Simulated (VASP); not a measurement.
# TePb (Fm-3m) in VASP: elastic constants with PBE

Aim: the elastic constants of TePb with PBE.

Everything below comes from runs of VASP 6.6.1. Logs are shortened: lines on timing, memory, paths and dates and some standing lists are left out, and cuts for length are marked.

### 1 The cell of the first run

The structure is cubic, space group Fm-3m (No. 225). Conventional cell: a = 6.569 Å, b = 6.569 Å, c = 6.569 Å, α = 90.00°, β = 90.00°, γ = 90.00°. Within 4.3 Å of Te (site symmetry m-3m) lie 6 Pb at 3.28 Å. Within 4.3 Å of Pb (site symmetry m-3m) lie 6 Te at 3.28 Å.

### 2 Elastic constants, PBE

Contents of INCAR:

```
SYSTEM = TePb
  PREC = Accurate
  ENCUT = 600
  EDIFF = 1E-8
  ISMEAR = 0
  SIGMA = 0.01
  LREAL = .False.
  LASPH = .True.
  NELM = 100
  ALGO = Normal
  ISIF = 3
  LWAVE = .False.
  LCHARG = .False.
  GGA = PE
  IBRION = 6
  NFREE = 2
  POTIM = 0.015
  NSW = 1
```

Contents of KPOINTS:

```
Automatic mesh
0
Gamma
  10 10 10
  0 0 0
```

Contents of POSCAR:

```
TePb
1.0
    0.0000000000      3.2846608552      3.2846608552
    3.2846608552      0.0000000000      3.2846608552
    3.2846608552      3.2846608552      0.0000000000
Te Pb
1 1
Direct
    0.5000000000      0.5000000000      0.5000000000
    0.0000000000      0.0000000000      0.0000000000
```

Potentials or basis: VASP PAW PBE potentials, release 64 (Te, Pb_d).

Run with:

```
cat potpaw_PBE.64/Te/POTCAR potpaw_PBE.64/Pb_d/POTCAR > POTCAR
mpirun -np 1 vasp_std > vasp.out
```

OUTCAR:

```text
SYSTEM = TePb
   PREC = Accurate
   ENCUT = 600
   EDIFF = 1E-8
   ISMEAR = 0
   LREAL = .False.
   LASPH = .True.
   NELM = 100
   ISIF = 3
   GGA = PE
   IBRION = 6
   NFREE = 2
   POTIM = 0.015
   NSW = 1

 ion  position               nearest neighbor table
   1  0.500  0.500  0.500-   2 3.28   2 3.28   2 3.28   2 3.28   2 3.28   2 3.28
   2  0.000  0.000  0.000-   1 3.28   1 3.28   1 3.28   1 3.28   1 3.28   1 3.28

  LATTYP: Found a face centered cubic cell.
 ALAT       =     6.5693217104

  Lattice vectors:

 A1 = (   0.0000000000,   3.2846608552,   3.2846608552)
 A2 = (   3.2846608552,   0.0000000000,   3.2846608552)
 A3 = (   3.2846608552,   3.2846608552,   0.0000000000)

Analysis of symmetry for initial positions (statically):
=====================================================================
 Subroutine PRICEL returns:
 Original cell was already a primitive cell.

 Routine SETGRP: Setting up the symmetry group for a
 face centered cubic supercell.

 Subroutine GETGRP returns: Found 48 space group operations
 (whereof 48 operations were pure point group operations)
 out of a pool of 48 trial point group operations.

The static configuration has the point symmetry O_h .

Analysis of symmetry for dynamics (positions and initial velocities):
=====================================================================
 Subroutine PRICEL returns:
 Original cell was already a primitive cell.

 Routine SETGRP: Setting up the symmetry group for a
 face centered cubic supercell.

 Subroutine GETGRP returns: Found 48 space group operations
 (whereof 48 operations were pure point group operations)
 out of a pool of 48 trial point group operations.

The dynamic configuration has the point symmetry O_h .

 Subroutine INISYM returns: Found 48 space group operations
 (whereof 48 operations are pure point group operations),
 and found     1 'primitive' translations

----------------------------------------------------------------------------------------

                                     Primitive cell

  volume of cell :      70.8764

  direct lattice vectors                    reciprocal lattice vectors
     0.000000000  3.284660855  3.284660855    -0.152222717  0.152222717  0.152222717
     3.284660855  0.000000000  3.284660855     0.152222717 -0.152222717  0.152222717
     3.284660855  3.284660855  0.000000000     0.152222717  0.152222717 -0.152222717

  length of vectors
     4.645211929  4.645211929  4.645211929     0.263657480  0.263657480  0.263657480

  position of ions in fractional coordinates (direct lattice)
     0.500000000  0.500000000  0.500000000
     0.000000000  0.000000000  0.000000000

  ion indices of the primitive-cell ions
   primitive index   ion index
                 1           1
                 2           2

----------------------------------------------------------------------------------------

 KPOINTS: Automatic mesh

Automatic generation of k-mesh.
 Grid dimensions read from file:
 generate k-points for:   10   10   10

 Generating k-lattice:

  Cartesian coordinates                     Fractional coordinates (reciprocal lattice)
    -0.015222272  0.015222272  0.015222272     0.100000000  0.000000000  0.000000000
     0.015222272 -0.015222272  0.015222272     0.000000000  0.100000000  0.000000000
[... 115 lines left out ...]
  -------------------------------------------------------------------------------------
  Total       -0.0059771     -0.0059771     -0.0059771      0.0000000      0.0000000      0.0000000
  in kB       -0.1351139     -0.1351139     -0.1351139      0.0000000      0.0000000      0.0000000
  external PRESSURE =      -0.1351139 kB  Pullay stress =       0.0000000 kB
[... 89 lines left out ...]
  FREE ENERGIE OF THE ION-ELECTRON SYSTEM (eV)
  ---------------------------------------------------
  free  energy   TOTEN  =        -7.5176048971 eV

  energy  without entropy=       -7.5176048971  energy(sigma->0) =       -7.51760490

[... ionic steps 4 to 14 ...]

--------------------------------------- Ionic step       15  -------------------------------------------

 number of electron      20.0000002 magnetization

------------------------ aborting loop because EDIFF is reached ----------------------------------------
[... 67 lines left out ...]
--------------------------------------- Ionic step       17  -------------------------------------------

 number of electron      20.0000001 magnetization

 Free energy of the ion-electron system (eV)
  ---------------------------------------------------
  ext. energy  EPLUGINS =         0.00000000
  ---------------------------------------------------
  free energy    TOTEN  =        -7.52304650 eV

  energy without entropy =       -7.52304650  energy(sigma->0) =       -7.52304650

 E-fermi :   5.0541     XC(G=0):  -9.0792

 val. band max:        4.9942475676   @ k =   0.5000   0.0000   0.0000
 cond. band min:       5.8278317783   @ k =   0.5000   0.0000   0.0000
 fundamental gap:      0.8335842107
 Fermi energy:         5.0541010197

 k-point     1 :       0.0000    0.0000    0.0000
  band No.  band energies     occupation
      1     -11.6473      2.00000
      2     -11.6473      2.00000
      3     -11.6417      2.00000
      4     -11.6417      2.00000
      5     -11.6417      2.00000
      6      -6.6194      2.00000
      7      -0.7154      2.00000
      8       3.8391      2.00000
      9       3.8396      2.00000
     10       3.8396      2.00000
     11       9.0198      0.00000
     12       9.0198      0.00000
     13       9.0213      0.00000
     14      10.9106      0.00000
[... 377 lines left out ...]
      1     -11.6805      2.00000
      2     -11.6467      2.00000
      3     -11.6418      2.00000
      4     -11.6259      2.00000
      5     -11.6251      2.00000
      6      -5.4776      2.00000
      7      -2.2746      2.00000
      8       2.1673      2.00000
      9       2.7935      2.00000
     10       2.8432      2.00000
     11       8.8789      0.00000
     12       9.3057      0.00000
     13       9.5245      0.00000
     14       9.7067      0.00000

 [... further k-points ...]

------------------------ aborting loop because EDIFF is reached ----------------------------------------

  FORCE on cell =-STRESS in cart. coord.  units (eV):
  Direction    XX          YY          ZZ          XY          YZ          ZX
  --------------------------------------------------------------------------------------
  -------------------------------------------------------------------------------------
  Total       -0.0027818     -0.0058780     -0.0058780      0.0000000      0.0000000      0.0000000
  in kB       -0.0628824     -0.1328731     -0.1328731      0.0000000      0.0000000      0.0000000
  external PRESSURE =      -0.1095429 kB  Pullay stress =       0.0000000 kB
[... 17 lines left out ...]
  FREE ENERGIE OF THE ION-ELECTRON SYSTEM (eV)
  ---------------------------------------------------
  free  energy   TOTEN  =        -7.5230465035 eV

  energy  without entropy=       -7.5230465035  energy(sigma->0) =       -7.52304650

 INTERNAL STRAIN TENSORS FROM STRAINED CELLS
 ============================================

 INTERNAL STRAIN TENSOR FOR ION    1 for displacements in x,y,z  (eV/Angst):
          X           Y           Z          XY          YZ          ZX
  --------------------------------------------------------------------------------
  x     0.00000     0.00000     0.00000    -0.00000     0.00000    -0.00000
  y    -0.00000     0.00000     0.00000    -0.00000     0.00000     0.00000
  z     0.00000    -0.00000     0.00000     0.00000     0.00000    -0.00000

 INTERNAL STRAIN TENSORS FROM DISPLACED ATOMS
 ============================================

 INTERNAL STRAIN TENSOR FOR ION    1 for displacements in x,y,z  (eV/Angst):
          X           Y           Z          XY          YZ          ZX
  --------------------------------------------------------------------------------
  x     0.00000     0.00000     0.00000     0.00000     0.00000     0.00000
  y     0.00000     0.00000     0.00000     0.00000     0.00000     0.00000
  z     0.00000     0.00000     0.00000     0.00000     0.00000     0.00000

 INTERNAL STRAIN TENSOR FOR ION    2 for displacements in x,y,z  (eV/Angst):
          X           Y           Z          XY          YZ          ZX
  --------------------------------------------------------------------------------
  x     0.00000     0.00000     0.00000     0.00000     0.00000     0.00000
  y     0.00000     0.00000     0.00000     0.00000     0.00000     0.00000
  z     0.00000     0.00000     0.00000     0.00000     0.00000     0.00000

 Eigenvectors and eigenvalues of the dynamical matrix
 ----------------------------------------------------

   1 f  =    0.741897 THz     4.661474 2PiTHz   24.747010 cm-1     3.068237 meV
             X         Y         Z           dx          dy          dz
      3.284661  3.284661  3.284661     0.000000    0.781417    0.000000
      0.000000  0.000000  0.000000     0.000000   -0.624009    0.000000
[... 21 lines left out ...]
   6 f/i=    0.006300 THz     0.039581 2PiTHz    0.210132 cm-1     0.026053 meV
             X         Y         Z           dx          dy          dz
      3.284661  3.284661  3.284661     0.000000    0.000000   -0.624009
      0.000000  0.000000  0.000000     0.000000    0.000000   -0.781417

--------------------------------------------------------------------------------------------------------

 ELASTIC MODULI CONTR FROM IONIC RELAXATION (kBar)
 Direction    XX          YY          ZZ          XY          YZ          ZX
 --------------------------------------------------------------------------------
 XX           0.0000      0.0000      0.0000      0.0000      0.0000      0.0000
 YY           0.0000      0.0000      0.0000      0.0000      0.0000      0.0000
 ZZ           0.0000      0.0000      0.0000      0.0000      0.0000      0.0000
 XY           0.0000      0.0000      0.0000      0.0000      0.0000      0.0000
 YZ           0.0000      0.0000      0.0000      0.0000      0.0000      0.0000
 ZX           0.0000      0.0000      0.0000      0.0000      0.0000      0.0000
 --------------------------------------------------------------------------------

 TOTAL ELASTIC MODULI (kBar)
 Direction    XX          YY          ZZ          XY          YZ          ZX
 --------------------------------------------------------------------------------
 XX        1049.0068     56.9816     56.9816      0.0000     -0.0000     -0.0000
 YY          56.9816   1049.0068     56.9816     -0.0000      0.0000      0.0000
 ZZ          56.9816     56.9816   1049.0068     -0.0000      0.0000      0.0000
 XY           0.0000     -0.0000     -0.0000    142.8541      0.0000      0.0000
 YZ          -0.0000      0.0000      0.0000      0.0000    142.8541      0.0000
 ZX          -0.0000      0.0000      0.0000      0.0000      0.0000    142.8541
 --------------------------------------------------------------------------------
```

Run time: 22 min. Hardware: 1 thread of Intel Xeon 6975P-C (Granite Rapids), shared host; peak memory 0.69 GiB.

What came out:

```
Elastic constants C11, C12, C44                         : 105, 6, 14 GPa
Voigt bulk modulus                                      : 39 GPa
Highest phonon frequency at Γ, LO-TO splitting left out : 25 cm⁻¹
```

Phonon frequencies in cm⁻¹ (negative: imaginary):
```
              q point     frequencies
(0.000, 0.000, 0.000)  0 0 0 25 25 25
```

Elastic tensor in Voigt notation (GPa, in the Cartesian axes of the cell as first typed):
```
105   6   6   0   0   0
  6 105   6   0   0   0
  6   6 105   0   0   0
  0   0   0  14   0   0
  0   0   0   0  14   0
  0   0   0   0   0  14
```

Clamped-ion elastic tensor (GPa):
```
105   6   6   0   0   0
  6 105   6   0   0   0
  6   6 105   0   0   0
  0   0   0  14   0   0
  0   0   0   0  14   0
  0   0   0   0   0  14
```

Caveat: spin-orbit coupling is left out, which moves the levels of the heavy elements.
